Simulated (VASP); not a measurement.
PbO:

```
CELL_PARAMETERS angstrom
4.30442 0.00000 0.00000
-2.15221 3.72773 0.00000
0.00000 0.00000 5.33305
ATOMIC_POSITIONS crystal
Pb 0.33333 0.66667 0.25000
Pb 0.66667 0.33333 0.75000
O 0.66667 0.33333 0.25000
O 0.33333 0.66667 0.75000
```

| Quantity | Value |
| --- | --- |
| Program | VASP 6.6.1 |
| Task | relaxation of cell and atoms |
| Functional | PBEsol |
| Potentials or basis | VASP PAW PBE potentials, release 64 (Pb_d, O) |
| Cutoff | 600 eV |
| k mesh | 6 × 6 × 4 |
| Occupations | fermi-dirac, width 0.02 eV |
| Spin | no spin polarisation |

At the start: pressure -3.4 GPa; volume 21.39 Å³/atom.

Q: Where does the relaxation end?

A: Over 8 steps the energy falls by 11.2 meV/atom and the volume is 20.38 Å³/atom (-4.7 %); space group P6_3/mmc (No. 194, to 0.05 Å).

Step by step:
```tsv
step	energy change (eV)	largest force (eV/Å)	pressure (GPa)	volume (Å³)
1	0.0000	0.0000	-3.43	85.57
2	-0.0375	0.0000	1.58	80.03
3	-0.0449	0.0000	0.01	81.56
4	-0.0449	0.0000	-0.04	81.64
5	-0.0449	0.0000	-0.07	81.63
6	-0.0449	0.0000	-0.07	81.63
7	-0.0450	0.0000	-0.07	81.63
8	-0.0450	0.0000	0.03	81.52
```

Final structure:
```yaml
crystal:
  lattice:
    - [4.23863, 0.00000, 0.00000]
    - [-2.11931, 3.67076, 0.00000]
    - [0.00000, 0.00000, 5.23934]
  atoms:
    - { symbol: Pb, position: [0.33333, 0.66667, 0.25000] }
    - { symbol: Pb, position: [0.66667, 0.33333, 0.75000] }
    - { symbol: O, position: [0.66667, 0.33333, 0.25000] }
    - { symbol: O, position: [0.33333, 0.66667, 0.75000] }
```

Caveat: the PAW data sets were made with another functional, which shifts forces and pressure a little.
